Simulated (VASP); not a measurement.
# TaN (I4_1md) in VASP: relaxation of cell and atoms with PBEsol

Aim: the relaxation of cell and atoms of TaN with PBEsol.

Everything below comes from runs of VASP 6.6.1. Logs are shortened: lines on timing, memory, paths and dates and some standing lists are left out, and cuts for length are marked.

## 1. The cell of the first run

Symmetry: I4_1md, No. 109, tetragonal system. The conventional cell has a = 2.889 Å, b = 2.889 Å, c = 10.200 Å, α = 90.00°, β = 90.00°, γ = 90.00°. Within 3.0 Å of Ta (site symmetry 2mm) lie 6 N at 2.21 to 2.24 Å and 8 Ta at 2.89 to 2.93 Å. N (site symmetry 2mm) has 6 Ta at 2.21 to 2.24 Å and 8 N at 2.89 to 2.93 Å within 3.0 Å.

## 2. Relaxation of cell and atoms, PBEsol

File INCAR:

```
PREC     = Accurate       # precision mode
ENCUT    = 600            # plane-wave cutoff, eV
EDIFF    = 1E-7           # SCF threshold, eV
ISMEAR   = 0              # smearing method
SIGMA    = 0.02           # smearing width, eV
LREAL    = False          # projectors in reciprocal space
LASPH    = True           # aspherical terms in the spheres
NELM     = 100            # most SCF steps
ALGO     = Normal         # electronic algorithm
ISIF     = 3              # what is computed and relaxed
LWAVE    = False          # write WAVECAR
LCHARG   = False          # write CHGCAR
GGA      = PS             # functional
IBRION   = 2              # ionic algorithm
NSW      = 80             # ionic steps
EDIFFG   = -0.01          # ionic threshold
```

File KPOINTS:

```
Automatic mesh
0
Gamma
  14 14 14
```

File POSCAR:

```
TaN
1.0
   -1.4446615927      1.4446615927      5.0998245929
    1.4446615927     -1.4446615927      5.0998245929
    1.4446615927      1.4446615927     -5.0998245929
Ta N
2 2
Direct
    0.7504835105      0.7504835105      0.0000000000
    0.5004835105      1.0004835105      0.5000000000
    0.3321450645      0.3321450645      0.0000000000
    0.0821450645      0.5821450645      0.5000000000
```

Potentials or basis: VASP PAW PBE potentials, release 64 (Ta_pv, N).

Run with:

```console
cat potpaw_PBE.64/Ta_pv/POTCAR potpaw_PBE.64/N/POTCAR > POTCAR
mpirun -np 1 vasp_std > vasp.out
```

OUTCAR:

```text
PREC = Accurate
   ENCUT = 600
   EDIFF = 1E-7
   ISMEAR = 0
   LREAL = False
   LASPH = True
   NELM = 100
   ISIF = 3
   GGA = PS
   IBRION = 2
   NSW = 80
   EDIFFG = -0.01

 ion  position               nearest neighbor table
   1  0.750  0.750  0.000-   3 2.21   3 2.21   3 2.21   3 2.21   4 2.24   4 2.24   2 2.93   2 2.93
                             2 2.93   2 2.93
   2  0.500  0.000  0.500-   4 2.21   4 2.21   4 2.21   4 2.21   3 2.24   3 2.24   1 2.93   1 2.93
                             1 2.93   1 2.93
   3  0.332  0.332  0.000-   1 2.21   1 2.21   1 2.21   1 2.21   2 2.24   2 2.24
   4  0.082  0.582  0.500-   2 2.21   2 2.21   2 2.21   2 2.21   1 2.24   1 2.24

  LATTYP: Found a body centered tetragonal cell.
 ALAT       =     2.8893231854
 C/A-ratio  =     3.5301171006

  Lattice vectors:

 A1 = (  -1.4446615927,   1.4446615927,   5.0998245929)
 A2 = (   1.4446615927,  -1.4446615927,   5.0998245929)
 A3 = (   1.4446615927,   1.4446615927,  -5.0998245929)

Analysis of symmetry for initial positions (statically):
=====================================================================
 Subroutine PRICEL returns:
 Original cell was already a primitive cell.

 Routine SETGRP: Setting up the symmetry group for a
 body centered tetragonal supercell.

 Subroutine GETGRP returns: Found  8 space group operations
 (whereof  4 operations were pure point group operations)
 out of a pool of 16 trial point group operations.

The static configuration has the point symmetry C_2v.
 The point group associated with its full space group is C_4v.

Analysis of symmetry for dynamics (positions and initial velocities):
=====================================================================
 Subroutine PRICEL returns:
 Original cell was already a primitive cell.

 Routine SETGRP: Setting up the symmetry group for a
 body centered tetragonal supercell.

 Subroutine GETGRP returns: Found  8 space group operations
 (whereof  4 operations were pure point group operations)
 out of a pool of 16 trial point group operations.

The dynamic configuration has the point symmetry C_2v.
 The point group associated with its full space group is C_4v.

 Subroutine INISYM returns: Found  8 space group operations
 (whereof  4 operations are pure point group operations),
 and found     1 'primitive' translations

----------------------------------------------------------------------------------------

                                     Primitive cell

  volume of cell :      42.5743
[... 103 lines left out ...]
   PSTRESS=    0.0 pullay stress
   NELECT =      32.0000    total number of electrons
   NUPDOWN=      -1.0000    fix difference up-down
   EMIN   =  10.00;   EMAX   =-10.00  energy-range for DOS
   EFERMI =   0.00;   METHOD = LEGACY
   ISMEAR =     0;   SIGMA  =   0.02  broadening in eV -4-tet -1-fermi 0-gaus
   EFERMI_NEDOS =   21; number of points for ismear=-14 and -15
   IALGO  =     38    algorithm
   IMIX   =      4    mixing-type and parameters
     AMIX     =   0.40;   BMIX     =  1.00
     AMIX_MAG =   1.60;   BMIX_MAG =  1.00
  volume/ion in A,a.u.               =      10.64        71.83
  Fermi-wavevector in a.u.,A,eV,Ry     =   1.488478  2.812815 30.144603  2.215566
  Thomas-Fermi vector in A             =   2.601507
   LORBIT       =      0    0 simple, 1 ext, 2 COOP (PROOUT), +10 PAW based schemes
   GGA     = PS    functional components
   LHFCALC =     F    Hartree Fock is set to
   AEXX    =    0.0000 exact exchange contribution
   IVDW    =     0    specifies the selected vdW correction
   LEPSILON=     F    determine dielectric tensor
   LRPA    =     F    only Hartree local field effects (RPA)
 conjugate gradient relaxation of ions
 non-spin polarized calculation
 Gauss-broadening in eV      SIGMA  =   0.02
  energy-cutoff  :      600.00
  volume of cell :       42.57
 maximum number of plane-waves:      1440
 NGX is ok and might be reduce to    48
   NGX = 21   NGY = 21   NGZ = 21

--------------------------------------- Ionic step        1  -------------------------------------------

 number of electron      32.0000001 magnetization

 Free energy of the ion-electron system (eV)
  ---------------------------------------------------
  ext. energy  EPLUGINS =         0.00000000
  ---------------------------------------------------
  free energy    TOTEN  =       -47.48943472 eV

  energy without entropy =      -47.48943472  energy(sigma->0) =      -47.48943472

------------------------ aborting loop because EDIFF is reached ----------------------------------------

  FORCE on cell =-STRESS in cart. coord.  units (eV):
  Direction    XX          YY          ZZ          XY          YZ          ZX
  --------------------------------------------------------------------------------------
  -------------------------------------------------------------------------------------
  Total        0.0921202      0.0921202      0.0585655      0.0000000      0.0000000      0.0000000
  in kB        3.4667129      3.4667129      2.2039661      0.0000000      0.0000000      0.0000000
  external PRESSURE =       3.0457973 kB  Pullay stress =       0.0000000 kB
[... 63 lines left out ...]
--------------------------------------- Ionic step        3  -------------------------------------------

 number of electron      32.0000001 magnetization

 Free energy of the ion-electron system (eV)
  ---------------------------------------------------
  ext. energy  EPLUGINS =         0.00000000
  ---------------------------------------------------
  free energy    TOTEN  =       -47.48947000 eV

  energy without entropy =      -47.48947000  energy(sigma->0) =      -47.48947000

 E-fermi :   8.1942     XC(G=0): -13.5699

 val. band max:        8.0674728038   @ k =  -0.3571   0.3571   0.3571
 cond. band min:       8.7440049811   @ k =  -0.2143   0.2143   0.0000
 fundamental gap:      0.6765321774
 Fermi energy:         8.1941738719

 k-point     1 :       0.0000    0.0000    0.0000
  band No.  band energies     occupation
      1     -27.3230      2.00000
      2     -26.5314      2.00000
      3     -26.5314      2.00000
      4     -26.3141      2.00000
      5     -26.3141      2.00000
      6     -26.2457      2.00000
[... 541 lines left out ...]
     19      10.9323      0.00000
     20      11.9190      0.00000

 [... further k-points ...]

------------------------ aborting loop because EDIFF is reached ----------------------------------------

  FORCE on cell =-STRESS in cart. coord.  units (eV):
  Direction    XX          YY          ZZ          XY          YZ          ZX
  --------------------------------------------------------------------------------------
  -------------------------------------------------------------------------------------
  Total        0.0029884      0.0029884     -0.0062078      0.0000000      0.0000000      0.0000000
  in kB        0.1123688      0.1123688     -0.2334193      0.0000000      0.0000000      0.0000000
  external PRESSURE =      -0.0028939 kB  Pullay stress =       0.0000000 kB
[... 19 lines left out ...]
  FREE ENERGIE OF THE ION-ELECTRON SYSTEM (eV)
  ---------------------------------------------------
  free  energy   TOTEN  =       -47.4894700027 eV

  energy  without entropy=      -47.4894700027  energy(sigma->0) =      -47.48947000

 reached required accuracy - stopping structural energy minimisation
```

OSZICAR:

```text
N       E                     dE             d eps       ncg     rms          rms(c)
DAV:   1     0.288945096185E+03    0.28895E+03   -0.19746E+04  9760   0.189E+03
DAV:   2    -0.354795940063E+02   -0.32442E+03   -0.31370E+03 11308   0.497E+02
DAV:   3    -0.517894055523E+02   -0.16310E+02   -0.16020E+02 12004   0.103E+02
[... 24 lines left out ...]
DAV:   3    -0.474894679493E+02    0.13473E-03   -0.50278E-04 11508   0.205E-01    0.260E-02
DAV:   4    -0.474894678049E+02    0.14437E-06   -0.13463E-05 11744   0.324E-02    0.161E-02
DAV:   5    -0.474894697702E+02   -0.19653E-05   -0.43169E-06 12776   0.126E-02    0.492E-03
DAV:   6    -0.474894700736E+02   -0.30337E-06   -0.20134E-06 11616   0.952E-03    0.170E-03
DAV:   7    -0.474894700027E+02    0.70880E-07   -0.89156E-08  7040   0.321E-03
   3 F= -.47489470E+02 E0= -.47489470E+02  d E =-.352860E-04
```

It took 23 min on 1 thread of Intel Xeon Platinum 8488C (Sapphire Rapids), shared host; peak memory 0.5 GiB.

What came out:

| Item | Value |
| --- | --- |
| Free energy | -47.4895 eV |
| Relaxed volume | 10.65 Å³/atom |
| Relaxed cell | a = 5.495 Å, b = 5.495 Å, c = 5.495 Å, α = 149.51°, β = 149.51°, γ = 43.67° |
| Space group after relaxing (to 0.1 Å) | I4_1md (No. 109) |
| Energy gained by relaxing | 0.0 meV/atom |
| Ionic steps | 3 |
| Pressure after relaxing | 0.0 GPa |
| Band gap on the k mesh | 0.68 eV (least direct gap 0.99 eV) |

Final structure:
```
Ta N
1.0
    -1.44512    1.44512    5.10085
     1.44512   -1.44512    5.10085
     1.44512    1.44512   -5.10085
Ta N
2 2
Direct
  0.75048 0.75048 0.00000
  0.50048 0.00048 0.50000
  0.33215 0.33215 0.00000
  0.08215 0.58215 0.50000
```

Caveat: the PAW data sets were made with another functional, which shifts forces and pressure a little; spin-orbit coupling is left out, which moves the levels of the heavy elements. A k mesh can miss the band edges.
